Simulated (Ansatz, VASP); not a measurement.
# Two plane-wave programs on Be2ZnSe3

```
CELL_PARAMETERS angstrom
3.46980 0.00000 0.00000
0.00000 3.46980 0.00000
0.00000 0.00000 11.95410
ATOMIC_POSITIONS crystal
Be 0.00000 0.50000 0.56717
Be 0.50000 0.00000 0.43283
Zn 0.00000 0.00000 0.00000
Se 0.00000 0.50000 0.38301
Se 0.50000 0.00000 0.61699
Se 0.50000 0.50000 0.00000
```

Change from the starting cell: species swapped into the Ti2CuSb3 type (P-4m2, No. 115).

Alike in both runs: functional PBE; k mesh 12 × 12 × 4; occupations gaussian, width 0.1 eV; no spin polarisation.

Ansatz relaxed the structure, and its values are those at the end. VASP's run is a single point on that final structure, the one shown.

```csv
,VASP,Ansatz
version,VASP 6.6.1,Ansatz 0.2.0
potentials or method,"VASP PAW PBE potentials, release 64 (Be, Zn, Se), cutoff 520 eV","scalar-relativistic, plane waves, PAW"
valence electrons in the cell,34,64
```

VASP gave:

| Property | Result |
| --- | --- |
| gap on the k mesh at the Fermi level (eV) | none |
| pressure (GPa) | 0.2 |
| rms of the force components (eV/Å) | 0.009 |

Task: Estimate Ansatz's values.

Result: gap on the k mesh at the Fermi level (eV): none; pressure (GPa): 0.0; rms of the force components (eV/Å): 0.000.

A gap of «none» marks a metal or a gap that the smearing closes. With one functional, cell and mesh, what is left measures potentials, basis and numerics. VASP's potentials hold 34 valence electrons a cell and Ansatz's 64, so a difference there can come from the potentials and not from the codes.
